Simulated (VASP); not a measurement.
Runs of VASP 6.6.1 on RuC4. The structure is that of space group P-3m1 (No. 164), or close to it. The cells are those of the table. 

| task | potentials or basis | cell | k mesh | cutoff (eV) | second run | gap on the mesh (eV) | pressure (GPa) | largest force (eV/Å) |
| --- | --- | --- | --- | --- | --- | --- | --- | --- |
| single point | VASP PAW PBE potentials, release 64 (Ru_pv, C) | a = 2.703, b = 2.703, c = 6.204 Å, angles 90.0, 90.0, 120.0°, 5 atoms | 6 × 6 × 4 | 520 | - | none | (a) | 0.07 |
| single point | VASP PAW PBE potentials, release 64 (Ru_sv, C) | a = 2.705, b = 2.705, c = 6.196 Å, angles 90.0, 90.0, 120.0°, 5 atoms | 18 × 18 × 6 | 600 | valence_matched | none | -0.3 | 0.05 |
| relaxation of cell and atoms | VASP PAW PBE potentials, release 64 (Ru_pv, C) | relaxed from a = 2.703, b = 2.703, c = 6.204 Å, angles 90.0, 90.0, 120.0°, 5 atoms | 18 × 18 × 6 | 600 | - | none | 0.1 | - |
| single point | VASP PAW PBE potentials, release 64 (Ru_sv, C) | a = 2.703, b = 2.703, c = 6.204 Å, angles 90.0, 90.0, 120.0°, 5 atoms | 6 × 6 × 4 | 600 | valence_matched | none | -0.3 | (b) |
| single point | VASP PAW PBE potentials, release 64 (Ru_pv, C) | a = 2.705, b = 2.705, c = 6.196 Å, angles 90.0, 90.0, 120.0°, 5 atoms | 18 × 18 × 6 | 520 | - | none | 0.3 | 0.03 |

Alike in all rows: level PBE; no spin polarisation; smearing gaussian 0.1 eV.

Question: Estimate the missing entries.

Answer: (a) 0.2; (b) 0.08.

Caveats: some runs use coarse meshes.

A k mesh can miss the band edges, and the runs leave out spin-orbit coupling on Ru.

A gap of «none» marks levels without a gap at the run's occupations.

The runs don't all hold the same shells in valence.
